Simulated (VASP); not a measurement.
A run of VASP 6.6.1 is set up as follows.

INCAR

```
SYSTEM = CaS
PREC     = Accurate       ! precision mode
ENCUT    = 500            ! plane-wave cutoff, eV
EDIFF    = 1E-6           ! SCF threshold, eV
ISMEAR   = 0              ! smearing method
SIGMA    = 0.05           ! smearing width, eV
LREAL    = .FALSE.        ! projectors in reciprocal space
LASPH    = .TRUE.         ! aspherical terms in the spheres
NELM     = 120            ! most SCF steps
ALGO     = Normal         ! electronic algorithm
ISIF     = 2              ! what is computed and relaxed
LWAVE    = .FALSE.        ! write WAVECAR
LCHARG   = .FALSE.        ! write CHGCAR
GGA      = RE             ! functional
NBANDS   = 15             ! bands
GGA_COMPAT= .FALSE.
```

Contents of KPOINTS:

```
Automatic mesh
0
G
  8 8 8
  0 0 0
```

The input POSCAR:

```
CaS
1.0
    0.0000000000      2.8430011916      2.8430011916
    2.8430011916      0.0000000000      2.8430011916
    2.8430011916      2.8430011916      0.0000000000
Ca S
1 1
Direct
    0.5000000000      0.5000000000      0.5000000000
    0.0000000000      0.0000000000      0.0000000000
```

Potentials or basis: VASP PAW PBE potentials, release 64 (Ca_sv, S).

The run is started by

```sh
$ cat potpaw_PBE.64/Ca_sv/POTCAR potpaw_PBE.64/S/POTCAR > POTCAR
$ mpirun -np 1 vasp_std > vasp.out
```

(1) What does it give for the band gap on the k mesh?

(2) Estimate the pressure.

## Answers

(1) 2.44 eV, indirect (least direct gap 3.24 eV).

(2) 2.6 GPa.

Caveat: the PAW data sets were made with another functional, which shifts forces and pressure a little.
